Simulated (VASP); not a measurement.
# SnO2 (Pnnm) in VASP: single point with PBE

Aim: the single point of SnO2 with PBE.

Program: VASP 6.6.1. These are calculated values, not measurements. Logs are shortened: lines on timing, memory, paths and dates and some standing lists are left out, and cuts for length are marked.

### 1 The cell of the first run

Symmetry: Pnnm, No. 58, orthorhombic system. The conventional cell has a = 4.761 Å, b = 5.037 Å, c = 3.200 Å, α = 90.00°, β = 90.00°, γ = 90.00°. Sn (site symmetry 2/m) has 6 O at 2.08 to 2.13 Å within 2.8 Å. O (site symmetry m) has 3 Sn at 2.08 to 2.13 Å and 1 O at 2.67 Å within 2.8 Å.

### 2 Single point, PBE (uniaxial x strain +5.8%)

INCAR

```
  PREC = Accurate
  ENCUT = 520
  EDIFF = 1E-6
  ISMEAR = -1
  SIGMA = 0.02
  LREAL = F
  LASPH = T
  NELM = 80
  ALGO = Normal
  ISIF = 2
  LWAVE = F
  LCHARG = F
  GGA = PE
  NBANDS = 35
```

KPOINTS

```
regular mesh
0
Gamma
  6 6 8
```

POSCAR

```
SnO2
1.0
    5.0366243471      0.0000000000      0.0000000000
    0.0000000000      4.7606977778      0.0000000000
    0.0000000000      0.0000000000      3.2000514904
Sn O
2 4
Direct
    0.5000000000      0.5000000000      0.5000000000
    0.0000000000      0.0000000000      0.0000000000
    0.3120420427      0.3025050246      0.0000000000
    0.8120420427      0.1974949754      0.5000000000
    0.1879579573      0.8025050246      0.5000000000
    0.6879579573      0.6974949754      0.0000000000
```

Potentials or basis: VASP PAW PBE potentials, release 64 (Sn_d, O).

Command:

```bash
cat potpaw_PBE.64/Sn_d/POTCAR potpaw_PBE.64/O/POTCAR > POTCAR
mpirun -np 1 vasp_std > vasp.out
```

OUTCAR:

```text
PREC = Accurate
   ENCUT = 520
   EDIFF = 1E-6
   ISMEAR = -1
   LREAL = F
   LASPH = T
   NELM = 80
   ISIF = 2
   GGA = PE

 ion  position               nearest neighbor table
   1  0.500  0.500  0.500-   3 2.08   6 2.08   3 2.08   6 2.08   5 2.13   4 2.13
   2  0.000  0.000  0.000-   4 2.08   5 2.08   4 2.08   5 2.08   3 2.13   6 2.13
   3  0.312  0.303  0.000-   1 2.08   1 2.08   2 2.13
   4  0.812  0.197  0.500-   2 2.08   2 2.08   1 2.13
   5  0.188  0.803  0.500-   2 2.08   2 2.08   1 2.13
   6  0.688  0.697  0.000-   1 2.08   1 2.08   2 2.13

  LATTYP: Found a simple orthorhombic cell.
 ALAT       =     3.2000514904
 B/A-ratio  =     1.4876941174
 C/A-ratio  =     1.5739197829

  Lattice vectors:

 A1 = (   0.0000000000,   0.0000000000,  -3.2000514904)
 A2 = (   0.0000000000,   4.7606977778,   0.0000000000)
 A3 = (   5.0366243471,   0.0000000000,   0.0000000000)

Analysis of symmetry for initial positions (statically):
=====================================================================
 Subroutine PRICEL returns:
 Original cell was already a primitive cell.

 Routine SETGRP: Setting up the symmetry group for a
 simple orthorhombic supercell.

 Subroutine GETGRP returns: Found  8 space group operations
 (whereof  4 operations were pure point group operations)
 out of a pool of  8 trial point group operations.

The static configuration has the point symmetry C_2h.
 The point group associated with its full space group is D_2h.

Analysis of symmetry for dynamics (positions and initial velocities):
=====================================================================
 Subroutine PRICEL returns:
 Original cell was already a primitive cell.

 Routine SETGRP: Setting up the symmetry group for a
 simple orthorhombic supercell.

 Subroutine GETGRP returns: Found  8 space group operations
 (whereof  4 operations were pure point group operations)
 out of a pool of  8 trial point group operations.

The dynamic configuration has the point symmetry C_2h.
 The point group associated with its full space group is D_2h.

 Subroutine INISYM returns: Found  8 space group operations
 (whereof  4 operations are pure point group operations),
 and found     1 'primitive' translations

----------------------------------------------------------------------------------------

                                     Primitive cell

  volume of cell :      76.7303

  direct lattice vectors                    reciprocal lattice vectors
     5.036624347  0.000000000  0.000000000     0.198545679  0.000000000  0.000000000
     0.000000000  4.760697778  0.000000000     0.000000000  0.210053241  0.000000000
     0.000000000  0.000000000  3.200051490     0.000000000  0.000000000  0.312494972

  length of vectors
     5.036624347  4.760697778  3.200051490     0.198545679  0.210053241  0.312494972

  position of ions in fractional coordinates (direct lattice)
     0.500000000  0.500000000  0.500000000
     0.000000000  0.000000000  0.000000000
     0.312042043  0.302505025  0.000000000
     0.812042043  0.197494975  0.500000000
     0.187957957  0.802505025  0.500000000
     0.687957957  0.697494975  0.000000000

  ion indices of the primitive-cell ions
   primitive index   ion index
                 1           1
                 2           2
                 3           3
                 4           4
                 5           5
                 6           6

----------------------------------------------------------------------------------------

 KPOINTS: regular mesh

Automatic generation of k-mesh.
 Grid dimensions read from file:
 generate k-points for:    6    6    8

 Generating k-lattice:

  Cartesian coordinates                     Fractional coordinates (reciprocal lattice)
     0.033090946  0.000000000  0.000000000     0.166666667  0.000000000  0.000000000
     0.000000000  0.035008874  0.000000000     0.000000000  0.166666667  0.000000000
     0.000000000  0.000000000  0.039061871     0.000000000  0.000000000  0.125000000

  Length of vectors
     0.033090946  0.035008874  0.039061871

  Shift w.r.t. Gamma in fractional coordinates (k-lattice)
     0.000000000  0.000000000  0.000000000

 Subroutine IBZKPT returns following result:
 ===========================================

 Found     80 irreducible k-points:

 Following reciprocal coordinates:
            Coordinates               Weight
  0.000000  0.000000  0.000000      1.000000
  0.166667  0.000000  0.000000      2.000000
  0.333333  0.000000  0.000000      2.000000
  0.500000  0.000000  0.000000      1.000000
  0.000000  0.166667  0.000000      2.000000
  0.166667  0.166667  0.000000      4.000000
[... 16 lines left out ...]
  0.333333  0.166667  0.125000      8.000000
  0.500000  0.166667  0.125000      4.000000
 [... further k-points ...]
   k-points           NKPTS =     80   k-points in BZ     NKDIM =     80   number of bands    NBANDS=     35
   number of dos      NEDOS =    301   number of ions     NIONS =      6
   total plane-waves  NPLWV =  34560
   dimension x,y,z NGX =    40 NGY =   36 NGZ =   24
   dimension x,y,z NGXF=    80 NGYF=   72 NGZF=   48
   ions per type =               2   4
   NGX,Y,Z   is equivalent  to a cutoff of  13.20, 12.57, 12.47 a.u.
   NGXF,Y,Z  is equivalent  to a cutoff of  26.41, 25.14, 24.94 a.u.
 SYSTEM =  unknown system
   PREC   = accura    normal or accurate (medium, high low for compatibility)
   ISTART =      0    job   : 0-new  1-cont  2-samecut
   ICHARG =      2    charge: 1-file 2-atom 10-const
   ISPIN  =      1    spin polarized calculation?
   LNONCOLLINEAR =      F non collinear calculations
   LSORBIT =      F    spin-orbit coupling
   LASPH  =      T    aspherical Exc in radial PAW
   ENCUT  =  520.0 eV  38.22 Ry    6.18 a.u.   9.36  8.85  5.95*2*pi/ulx,y,z
   NELM   =     80;   NELMIN=  2; NELMDL= -5     # of ELM steps
   EDIFF  = 0.1E-05   stopping-criterion for ELM
   LREAL  =      F    real-space projection
[... 7 lines left out ...]
   TEBEG  =    0.0;   TEEND  =   0.0 temperature during run
   PSTRESS=    0.0 pullay stress
   NELECT =      52.0000    total number of electrons
   NUPDOWN=      -1.0000    fix difference up-down
   EMIN   =  10.00;   EMAX   =-10.00  energy-range for DOS
   EFERMI =   0.00;   METHOD = LEGACY
   ISMEAR =    -1;   SIGMA  =   0.02  broadening in eV -4-tet -1-fermi 0-gaus
   EFERMI_NEDOS =   21; number of points for ismear=-14 and -15
   IALGO  =     38    algorithm
   IMIX   =      4    mixing-type and parameters
     AMIX     =   0.40;   BMIX     =  1.00
     AMIX_MAG =   1.60;   BMIX_MAG =  1.00
  volume/ion in A,a.u.               =      12.79        86.30
  Fermi-wavevector in a.u.,A,eV,Ry     =   1.437982  2.717393 28.134036  2.067793
  Thomas-Fermi vector in A             =   2.557000
   LORBIT       =      0    0 simple, 1 ext, 2 COOP (PROOUT), +10 PAW based schemes
   GGA     = PE    functional components
   LHFCALC =     F    Hartree Fock is set to
   AEXX    =    0.0000 exact exchange contribution
   IVDW    =     0    specifies the selected vdW correction
   LEPSILON=     F    determine dielectric tensor
   LRPA    =     F    only Hartree local field effects (RPA)
 non-spin polarized calculation
  energy-cutoff  :      520.00
  volume of cell :       76.73
 maximum number of plane-waves:      2100
 NGX is ok and might be reduce to    40
   NGX = 19   NGY = 17   NGZ = 11

 number of electron      52.0000003 magnetization

 Free energy of the ion-electron system (eV)
  ---------------------------------------------------
  ext. energy  EPLUGINS =         0.00000000
  ---------------------------------------------------
  free energy    TOTEN  =       -37.26093921 eV

  energy without entropy =      -37.26093921  energy(sigma->0) =      -37.26093921

 E-fermi :   5.6285     XC(G=0): -10.8776

 val. band max:        5.3046573281   @ k =   0.0000   0.0000   0.0000
 cond. band min:       5.9538602732   @ k =   0.0000   0.0000   0.0000
 fundamental gap:      0.6492029452
 Fermi energy:         5.6285053974

 k-point     1 :       0.0000    0.0000    0.0000
  band No.  band energies     occupation
      1     -15.6920      2.00000
      2     -15.1100      2.00000
      3     -14.8689      2.00000
      4     -14.8416      2.00000
      5     -14.8413      2.00000
      6     -14.7595      2.00000
[... 27 lines left out ...]
     34      16.4970      0.00000
     35      17.2441      0.00000

 k-point     2 :       0.1667    0.0000    0.0000
  band No.  band energies     occupation
      1     -15.6576      2.00000
      2     -15.1466      2.00000
      3     -14.8673      2.00000
      4     -14.8403      2.00000
      5     -14.8400      2.00000
      6     -14.7845      2.00000
[... 27 lines left out ...]
     34      16.4962      0.00000
     35      17.3027      0.00000

 k-point     3 :       0.3333    0.0000    0.0000
  band No.  band energies     occupation
      1     -15.5593      2.00000
      2     -15.2583      2.00000
      3     -14.8617      2.00000
      4     -14.8376      2.00000
      5     -14.8374      2.00000
      6     -14.8254      2.00000
[... 27 lines left out ...]
     34      16.8106      0.00000
     35      17.4274      0.00000

 k-point     4 :       0.5000    0.0000    0.0000
  band No.  band energies     occupation
      1     -15.4140      2.00000
      2     -15.4140      2.00000
      3     -14.8499      2.00000
      4     -14.8499      2.00000
      5     -14.8362      2.00000
      6     -14.8362      2.00000
[... 27 lines left out ...]
     34      17.2407      0.00000
     35      17.4803      0.00000

 k-point     5 :       0.0000    0.1667    0.0000
  band No.  band energies     occupation
      1     -15.6587      2.00000
      2     -15.1477      2.00000
      3     -14.8676      2.00000
      4     -14.8404      2.00000
      5     -14.8400      2.00000
      6     -14.7863      2.00000
[... 638 lines left out ...]
 k-point    22 :       0.1667    0.1667    0.1250
  band No.  band energies     occupation
      1     -15.5678      2.00000
      2     -15.1394      2.00000
      3     -14.9689      2.00000
      4     -14.9576      2.00000
      5     -14.8378      2.00000
      6     -14.7779      2.00000
[... 27 lines left out ...]
     34      16.9582      0.00000
     35      17.2980      0.00000

 k-point    23 :       0.3333    0.1667    0.1250
  band No.  band energies     occupation
      1     -15.4930      2.00000
      2     -15.2488      2.00000
      3     -14.9676      2.00000
      4     -14.9587      2.00000
      5     -14.8290      2.00000
      6     -14.7931      2.00000
[... 27 lines left out ...]
     34      17.0978      0.00000
     35      17.4325      0.00000

 k-point    24 :       0.5000    0.1667    0.1250
  band No.  band energies     occupation
      1     -15.3792      2.00000
      2     -15.3792      2.00000
      3     -14.9633      2.00000
      4     -14.9633      2.00000
      5     -14.8127      2.00000
      6     -14.8127      2.00000
[... 27 lines left out ...]
     34      17.0390      0.00000
     35      17.4946      0.00000

 [... further k-points ...]
[... 5 lines left out ...]
  --------------------------------------------------------------------------------------
  -------------------------------------------------------------------------------------
  Total       -2.3525898     -0.3025378      0.9182948      0.0000000      0.0000000      0.0000000
  in kB      -49.1235397     -6.3171777     19.1745678      0.0000000      0.0000000      0.0000000
  external PRESSURE =     -12.0887166 kB  Pullay stress =       0.0000000 kB

 VOLUME and BASIS-vectors are now :
 -----------------------------------------------------------------------------
  energy-cutoff  :      520.00
  volume of cell :       76.73
      direct lattice vectors                 reciprocal lattice vectors
     5.036624347  0.000000000  0.000000000     0.198545679  0.000000000  0.000000000
     0.000000000  4.760697778  0.000000000     0.000000000  0.210053241  0.000000000
     0.000000000  0.000000000  3.200051490     0.000000000  0.000000000  0.312494972

 POSITION                                       TOTAL-FORCE (eV/Angst)
 -----------------------------------------------------------------------------------
      2.51831      2.38035      1.60003         0.000000      0.000000      0.000000
      0.00000      0.00000      0.00000         0.000000      0.000000      0.000000
      1.57164      1.44013      0.00000        -0.060197     -0.081176      0.000000
      4.08995      0.94021      1.60003        -0.060197      0.081176     -0.000000
      0.94667      3.82048      1.60003         0.060197     -0.081176      0.000000
      3.46499      3.32056      0.00000         0.060197      0.081176     -0.000000
 -----------------------------------------------------------------------------------
    total drift:                                0.000000      0.000000     -0.000000

  FREE ENERGIE OF THE ION-ELECTRON SYSTEM (eV)
  ---------------------------------------------------
  free  energy   TOTEN  =       -37.2609392086 eV

  energy  without entropy=      -37.2609392082  energy(sigma->0) =      -37.26093921
```

It took 5.3 min on 1 thread of AMD EPYC 7R13, shared host; peak memory 0.26 GiB.

Results:

```
Free energy            : -37.2609 eV
Pressure               : -1.2 GPa
Largest force          : 0.101 eV/Å
Band gap on the k mesh : 0.65 eV, direct
```

Forces on the atoms (eV/Å):
```
Sn   0.000  0.000  0.000
Sn   0.000  0.000  0.000
O   -0.060 -0.081  0.000
O   -0.060  0.081  0.000
O    0.060 -0.081  0.000
O    0.060  0.081  0.000
```

Stress tensor (GPa, compression positive):
```
-4.91  0.00  0.00
 0.00 -0.63  0.00
 0.00  0.00  1.92
```

Levels at points of the mesh, in eV from the valence-band top:
| k point | band 23 | band 24 | band 25 | band 26 | band 27 | band 28 | band 29 | band 30 |
| --- | --- | --- | --- | --- | --- | --- | --- | --- |
| (0.00, 0.00, 0.00) | -1.10 | -0.84 | -0.60 | 0.00 | 0.65 | 5.74 | 6.03 | 6.34 |
| (0.50, 0.00, 0.00) | -1.10 | -1.10 | -0.53 | -0.53 | 3.77 | 3.77 | 6.99 | 6.99 |
| (0.00, 0.50, 0.00) | -1.15 | -1.15 | -0.66 | -0.66 | 3.75 | 3.75 | 6.84 | 6.84 |
| (0.50, 0.50, 0.00) | -1.23 | -1.23 | -0.84 | -0.84 | 4.18 | 4.18 | 7.15 | 7.15 |
| (0.00, 0.00, 0.50) | -1.44 | -1.44 | -1.13 | -1.13 | 5.46 | 5.46 | 9.19 | 9.19 |
| (0.50, 0.00, 0.50) | -1.09 | -1.09 | -0.79 | -0.79 | 5.66 | 5.66 | 7.30 | 7.30 |
| (0.00, 0.50, 0.50) | -0.86 | -0.86 | -0.74 | -0.74 | 5.72 | 5.72 | 7.40 | 7.40 |
| (0.50, 0.50, 0.50) | -0.90 | -0.90 | -0.76 | -0.76 | 4.26 | 4.26 | 8.41 | 8.41 |

Caveat: the cell differs from its parent crystal (uniaxial x strain +5.8%); spin-orbit coupling is left out, which moves the levels of the heavy elements.
